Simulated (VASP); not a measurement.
A run of VASP 6.6.1:

The input INCAR:

```
ALGO = Normal
DIPOL = 0.5 0.5 0.487
EDIFF = 1E-6
ENCUT = 520
GGA = PS
IDIPOL = 3
ISIF = 2
ISMEAR = 0
ISPIN = 2
LASPH = T
LCHARG = F
LDIPOL = T
LORBIT = 11
LREAL = F
LWAVE = F
MAGMOM = 0 0 0 0 0 0 2
NBANDS = 27
NELM = 150
PREC = Accurate
SIGMA = 0.05
```

KPOINTS

```
k-points
0
Gamma
  9 9 1
```

POSCAR

```
Si6C
1.0
    3.8248883485      0.0000000000      0.0000000000
   -1.9124441742      3.3124504764      0.0000000000
    0.0000000000      0.0000000000     26.1211317360
Si C
6 1
Direct
    0.6666666667      0.3333333334      0.3254070339
    0.3333333333      0.6666666667      0.3559122530
    0.3333333333      0.6666666667      0.4464642100
    0.6679524644      0.3339762322      0.4774664493
    0.4334655536      0.2167327768      0.5621185823
    0.2711048603      0.6355524302      0.6185416222
   -0.3175246268      0.3412376866      0.6260490071
```

Potentials or basis: VASP PAW PBE potentials, release 64 (Si, C).

Command:

```console
$ cat potpaw_PBE.64/Si/POTCAR potpaw_PBE.64/C/POTCAR > POTCAR
$ mpirun -np 1 vasp_std > vasp.out
```

Hardware: 1 thread of AMD EPYC 9R45 96-Core Processor (Zen 5), on a shared host.

How long does it take, and how much memory?

Wall time 13 min on 1 thread of AMD EPYC 9R45 96-Core Processor (Zen 5) (shared host), peak memory 0.67 GiB. Counts: scf iterations 40, k points 25.
